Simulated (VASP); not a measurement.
# Ta6N5 in VASP: single point with r2SCAN

Aim: the single point of Ta6N5 with r2SCAN.

Program: VASP 6.6.1. These are calculated values, not measurements. Logs are shortened: lines on timing, memory, paths and dates and some standing lists are left out, and cuts for length are marked.

## Step 1: The cell of the first run

The cell holds a slab with vacuum, 11 atoms: a = 3.109 Å, b = 3.109 Å, c = 27.692 Å, α = 90.00°, β = 90.00°, γ = 120.00°.

## Step 2: Single point, r2SCAN

Input file POSCAR:

```
Ta6N5
1.0
    3.1088180367      0.0000000000      0.0000000000
   -1.5544090183      2.6923153955      0.0000000000
    0.0000000000      0.0000000000     27.6916964884
Ta N
6 5
Direct
    0.3333333333      0.6666666667      0.2728371098
    0.0000000000      0.0000000000      0.3612535478
    0.6666666667      0.3333333333      0.4534477194
    0.3333333333      0.6666666667      0.5465522845
    0.0000000000      0.0000000000      0.6387464517
    0.6666666667      0.3333333333      0.7271628851
    0.6666666667      0.3333333333      0.3162548135
    0.3333333333      0.6666666667      0.4068454712
    0.0000000000      0.0000000000      0.5000000023
    0.6666666667      0.3333333333      0.5931545314
    0.3333333333      0.6666666667      0.6837451832
```

Input file INCAR.step1:

```
SYSTEM = Ta6N5
  ALGO = Normal
  DIPOL = 0.5 0.5 0.500
  EDIFF = 1E-4
  ENCUT = 520
  GGA = PE
  IDIPOL = 3
  ISMEAR = 0
  LASPH = .True.
  LCHARG = .False.
  LDIPOL = .True.
  LREAL = .False.
  LWAVE = .True.
  NBANDS = 56
  NELM = 60
  PREC = Accurate
  SIGMA = 0.1
```

Input file INCAR.step2:

```
SYSTEM = Ta6N5
  ALGO = Normal
  DIPOL = 0.5 0.5 0.500
  EDIFF = 1E-7
  ENCUT = 520
  IDIPOL = 3
  ISIF = 2
  ISMEAR = 0
  ISTART = 1
  LASPH = .True.
  LCHARG = .False.
  LDIPOL = .True.
  LMIXTAU = .True.
  LREAL = .False.
  LWAVE = .False.
  METAGGA = R2SCAN
  NBANDS = 56
  NELM = 60
  PREC = Accurate
  SIGMA = 0.1
```

Input file KPOINTS:

```
k-points
0
Gamma
  12 12 1
  0 0 0
```

Potentials or basis: VASP PAW PBE potentials, release 64 (Ta_pv, N).

Run with:

```console
$ cat potpaw_PBE.64/Ta_pv/POTCAR potpaw_PBE.64/N/POTCAR > POTCAR
$ cp INCAR.step1 INCAR
$ mpirun -np 1 vasp_std > vasp.out
$ cp INCAR.step2 INCAR
$ mpirun -np 1 vasp_std > vasp.out
```

OUTCAR:

```text
SYSTEM = Ta6N5
   EDIFF = 1E-7
   ENCUT = 520
   ISIF = 2
   ISMEAR = 0
   ISTART = 1
   LASPH = .True.
   LREAL = .False.
   METAGGA = R2SCAN
   NELM = 60
   PREC = Accurate

 ion  position               nearest neighbor table
   1  0.333  0.667  0.273-   7 2.16   7 2.16   7 2.16   2 3.04   2 3.04   2 3.04
   2  0.000  0.000  0.361-   7 2.19   7 2.19   7 2.19   8 2.19   8 2.19   8 2.19   1 3.04   1 3.04
                             1 3.04   3 3.12   3 3.12   3 3.12
   3  0.667  0.333  0.453-   9 2.21   9 2.21   9 2.21   8 2.21   8 2.21   8 2.21   2 3.12   2 3.12
                             2 3.12   4 3.14   4 3.14   4 3.14
   4  0.333  0.667  0.547-   9 2.21   9 2.21   9 2.21  10 2.21  10 2.21  10 2.21   5 3.12   5 3.12
                             5 3.12   3 3.14   3 3.14   3 3.14
   5  0.000  0.000  0.639-  11 2.19  11 2.19  11 2.19  10 2.19  10 2.19  10 2.19   6 3.04   6 3.04
                             6 3.04   4 3.12   4 3.12   4 3.12
   6  0.667  0.333  0.727-  11 2.16  11 2.16  11 2.16   5 3.04   5 3.04   5 3.04
   7  0.667  0.333  0.316-   1 2.16   1 2.16   1 2.16   2 2.19   2 2.19   2 2.19
   8  0.333  0.667  0.407-   2 2.19   2 2.19   2 2.19   3 2.21   3 2.21   3 2.21
   9  0.000  0.000  0.500-   4 2.21   4 2.21   4 2.21   3 2.21   3 2.21   3 2.21
  10  0.667  0.333  0.593-   5 2.19   5 2.19   5 2.19   4 2.21   4 2.21   4 2.21
  11  0.333  0.667  0.684-   6 2.16   6 2.16   6 2.16   5 2.19   5 2.19   5 2.19

  LATTYP: Found a hexagonal cell.
 ALAT       =     3.1088180367
 C/A-ratio  =     8.9074677776

  Lattice vectors:

 A1 = (   3.1088180367,   0.0000000000,   0.0000000000)
 A2 = (  -1.5544090183,   2.6923153955,   0.0000000000)
 A3 = (   0.0000000000,   0.0000000000,  27.6916964884)

Analysis of symmetry for initial positions (statically):
=====================================================================
 Subroutine PRICEL returns:
 Original cell was already a primitive cell.

 Routine SETGRP: Setting up the symmetry group for a
 hexagonal supercell.

 Subroutine GETGRP returns: Found 12 space group operations
 (whereof 12 operations were pure point group operations)
 out of a pool of 24 trial point group operations.

The static configuration has the point symmetry D_3d.

Analysis of symmetry for dynamics (positions and initial velocities):
=====================================================================
 Subroutine PRICEL returns:
 Original cell was already a primitive cell.

 Routine SETGRP: Setting up the symmetry group for a
 hexagonal supercell.

 Subroutine GETGRP returns: Found 12 space group operations
 (whereof 12 operations were pure point group operations)
 out of a pool of 24 trial point group operations.

The dynamic configuration has the point symmetry D_3d.

 Subroutine INISYM returns: Found 12 space group operations
 (whereof 12 operations are pure point group operations),
 and found     1 'primitive' translations

----------------------------------------------------------------------------------------

                                     Primitive cell

  volume of cell :     231.7772

  direct lattice vectors                    reciprocal lattice vectors
     3.108818037  0.000000000  0.000000000     0.321665658  0.185713754  0.000000000
    -1.554409018  2.692315396  0.000000000     0.000000000  0.371427509  0.000000000
     0.000000000  0.000000000 27.691696488     0.000000000  0.000000000  0.036111908

  length of vectors
     3.108818037  3.108818037 27.691696488     0.371427509  0.371427509  0.036111908

  position of ions in fractional coordinates (direct lattice)
     0.333333333  0.666666667  0.272837110
     0.000000000  0.000000000  0.361253548
     0.666666667  0.333333333  0.453447719
     0.333333333  0.666666667  0.546552285
     0.000000000  0.000000000  0.638746452
     0.666666667  0.333333333  0.727162885
     0.666666667  0.333333333  0.316254814
     0.333333333  0.666666667  0.406845471
     0.000000000  0.000000000  0.500000002
     0.666666667  0.333333333  0.593154531
     0.333333333  0.666666667  0.683745183

  ion indices of the primitive-cell ions
   primitive index   ion index
                 1           1
                 2           2
                 3           3
                 4           4
                 5           5
                 6           6
                 7           7
                 8           8
                 9           9
                10          10
                11          11

----------------------------------------------------------------------------------------

 KPOINTS: k-points

Automatic generation of k-mesh.
 Grid dimensions read from file:
 generate k-points for:   12   12    1

 Generating k-lattice:

  Cartesian coordinates                     Fractional coordinates (reciprocal lattice)
     0.026805472  0.015476146  0.000000000     0.083333333  0.000000000  0.000000000
     0.000000000  0.030952292  0.000000000     0.000000000  0.083333333  0.000000000
     0.000000000  0.000000000  0.036111908     0.000000000  0.000000000  1.000000000

  Length of vectors
     0.030952292  0.030952292  0.036111908

  Shift w.r.t. Gamma in fractional coordinates (k-lattice)
     0.000000000  0.000000000  0.000000000

 Subroutine IBZKPT returns following result:
 ===========================================

 Found     19 irreducible k-points:

 Following reciprocal coordinates:
            Coordinates               Weight
  0.000000  0.000000  0.000000      1.000000
  0.083333 -0.000000  0.000000      6.000000
  0.166667 -0.000000  0.000000      6.000000
  0.250000 -0.000000  0.000000      6.000000
  0.333333 -0.000000  0.000000      6.000000
  0.416667 -0.000000  0.000000      6.000000
[... 11 lines left out ...]
  0.333333  0.250000  0.000000     12.000000
  0.333333  0.333333  0.000000      2.000000
   k-points           NKPTS =     19   k-points in BZ     NKDIM =     19   number of bands    NBANDS=     56
   number of dos      NEDOS =    301   number of ions     NIONS =     11
   total plane-waves  NPLWV = 120960
   dimension x,y,z NGX =    24 NGY =   24 NGZ =  210
   dimension x,y,z NGXF=    48 NGYF=   48 NGZF=  420
   ions per type =               6   5
   NGX,Y,Z   is equivalent  to a cutoff of  12.83, 12.83, 12.61 a.u.
   NGXF,Y,Z  is equivalent  to a cutoff of  25.67, 25.67, 25.21 a.u.
 SYSTEM =  Ta6N5
   PREC   = accura    normal or accurate (medium, high low for compatibility)
   ISTART =      1    job   : 0-new  1-cont  2-samecut
   ICHARG =      0    charge: 1-file 2-atom 10-const
   ISPIN  =      1    spin polarized calculation?
   LNONCOLLINEAR =      F non collinear calculations
   LSORBIT =      F    spin-orbit coupling
   LASPH  =      T    aspherical Exc in radial PAW
   ENCUT  =  520.0 eV  38.22 Ry    6.18 a.u.   5.78  5.78 51.49*2*pi/ulx,y,z
   NELM   =     60;   NELMIN=  2; NELMDL=  0     # of ELM steps
   EDIFF  = 0.1E-06   stopping-criterion for ELM
   LREAL  =      F    real-space projection
   EDIFFG = 0.1E-05   stopping-criterion for IOM
   NSW    =      0    number of steps for IOM
   IBRION =     -1    ionic relax: 0-MD 1-quasi-New 2-CG
   NFREE  =      0    steps in history (QN), initial steepest desc. (CG)
   ISIF   =      2    stress and relaxation
   ISYM   =      2    0-nonsym 1-usesym 2-fastsym
   POTIM  = 0.5000    time-step for ionic-motion
   TEBEG  =    0.0;   TEEND  =   0.0 temperature during run
   PSTRESS=    0.0 pullay stress
   NELECT =      91.0000    total number of electrons
   NUPDOWN=      -1.0000    fix difference up-down
   EMIN   =  10.00;   EMAX   =-10.00  energy-range for DOS
   EFERMI =   0.00;   METHOD = LEGACY
   ISMEAR =     0;   SIGMA  =   0.10  broadening in eV -4-tet -1-fermi 0-gaus
   EFERMI_NEDOS =   21; number of points for ismear=-14 and -15
   IALGO  =     38    algorithm
   IMIX   =      4    mixing-type and parameters
     AMIX     =   0.40;   BMIX     =  1.00
     AMIX_MAG =   1.60;   BMIX_MAG =  1.00
  volume/ion in A,a.u.               =      21.07       142.19
  Fermi-wavevector in a.u.,A,eV,Ry     =   1.198758  2.265325 19.551870  1.437022
  Thomas-Fermi vector in A             =   2.334639
   LORBIT       =      0    0 simple, 1 ext, 2 COOP (PROOUT), +10 PAW based schemes
   METAGGA = R2SCAN    functional components
   LHFCALC =     F    Hartree Fock is set to
   AEXX    =    0.0000 exact exchange contribution
   IVDW    =     0    specifies the selected vdW correction
   LEPSILON=     F    determine dielectric tensor
   LRPA    =     F    only Hartree local field effects (RPA)
 non-spin polarized calculation
 Gauss-broadening in eV      SIGMA  =   0.10
  energy-cutoff  :      520.00
  volume of cell :      231.78
 maximum number of plane-waves:      6275
 NGX is ok and might be reduce to    24
   NGX = 11   NGY = 11   NGZ =103

 number of electron      90.9999994 magnetization

 dipolmoment           0.000000      0.000000      0.000000 electrons x Angstroem

 Free energy of the ion-electron system (eV)
  ---------------------------------------------------
  ext. energy  EPLUGINS =         0.00000000
  ---------------------------------------------------
  free energy    TOTEN  =      -344.13009300 eV

  energy without entropy =     -344.11044035  energy(sigma->0) =     -344.12026668

 E-fermi :   2.6046     XC(G=0):  -8.4207

 val. band max:        2.5643205493   @ k =   0.2500   0.0833   0.0000
 cond. band min:       2.6502405641   @ k =   0.3333   0.0833   0.0000
 fundamental gap:      0.0859200148
 Fermi energy:         2.6045594359

 k-point     1 :       0.0000    0.0000    0.0000
  band No.  band energies     occupation
      1     -35.3521      2.00000
      2     -35.2521      2.00000
      3     -34.9524      2.00000
      4     -34.7010      2.00000
      5     -34.7010      2.00000
      6     -34.7006      2.00000
[... 1110 lines left out ...]
     55       5.4376      0.00000
     56       5.4377      0.00000

------------------------ aborting loop because EDIFF is reached ----------------------------------------

 vacuum level on the upper side and lower side of the slab       (xc-potential included)         0.001         0.001

  FORCE on cell =-STRESS in cart. coord.  units (eV):
  Direction    XX          YY          ZZ          XY          YZ          ZX
  --------------------------------------------------------------------------------------
  -------------------------------------------------------------------------------------
  Total       -3.7708332     -3.7708332      1.2835142     -0.0000000      0.0000000      0.0000000
  in kB      -26.0661630    -26.0661630      8.8723868     -0.0000000      0.0000000      0.0000000
  external PRESSURE =     -14.4199798 kB  Pullay stress =       0.0000000 kB

 VOLUME and BASIS-vectors are now :
 -----------------------------------------------------------------------------
  energy-cutoff  :      520.00
  volume of cell :      231.78
      direct lattice vectors                 reciprocal lattice vectors
     3.108818037  0.000000000  0.000000000     0.321665658  0.185713754  0.000000000
    -1.554409018  2.692315396  0.000000000     0.000000000  0.371427509  0.000000000
     0.000000000  0.000000000 27.691696488     0.000000000  0.000000000  0.036111908

 POSITION                                       TOTAL-FORCE (eV/Angst)
 -----------------------------------------------------------------------------------
     -0.00000      1.79488      7.55532        -0.000000      0.000000     -0.078736
      0.00000      0.00000     10.00372         0.000000     -0.000000     -0.005143
      1.55441      0.89744     12.55674        -0.000000      0.000000      0.013449
     -0.00000      1.79488     15.13496        -0.000000     -0.000000     -0.013449
      0.00000      0.00000     17.68797        -0.000000      0.000000      0.005143
      1.55441      0.89744     20.13637        -0.000000     -0.000000      0.078736
      1.55441      0.89744      8.75763         0.000000     -0.000000     -0.047154
     -0.00000      1.79488     11.26624        -0.000000     -0.000000      0.011726
      0.00000      0.00000     13.84585        -0.000000     -0.000000      0.000000
      1.55441      0.89744     16.42546         0.000000      0.000000     -0.011726
     -0.00000      1.79488     18.93406        -0.000000      0.000000      0.047154
 -----------------------------------------------------------------------------------
    total drift:                               -0.000000      0.000000     -0.000008

  FREE ENERGIE OF THE ION-ELECTRON SYSTEM (eV)
  ---------------------------------------------------
  free  energy   TOTEN  =      -344.1300930041 eV

  energy  without entropy=     -344.1104403496  energy(sigma->0) =     -344.12026668

 vacuum level on the upper side and lower side of the slab         7.626         7.626
```

Wall time 33 min (1 thread of Oxide Virtual Turin-like, shared host); peak memory 0.45 GiB.

Results:

```
Free energy            : -344.1301 eV
Largest force          : 0.079 eV/Å
Band gap on the k mesh : zero (an odd number of electrons rules out a gap without spin polarisation)
```

Forces on the atoms (eV/Å):
```
Ta   0.000  0.000 -0.079
Ta   0.000  0.000 -0.005
Ta   0.000  0.000  0.013
Ta   0.000  0.000 -0.013
Ta   0.000  0.000  0.005
Ta   0.000  0.000  0.079
N    0.000  0.000 -0.047
N    0.000  0.000  0.012
N    0.000  0.000  0.000
N    0.000  0.000 -0.012
N    0.000  0.000  0.047
```

Caveat: the PAW data sets were made with another functional, which shifts forces and pressure a little; spin-orbit coupling is left out, which moves the levels of the heavy elements.

The gap in the log of VASP goes by the Fermi energy; the results here count the filled bands.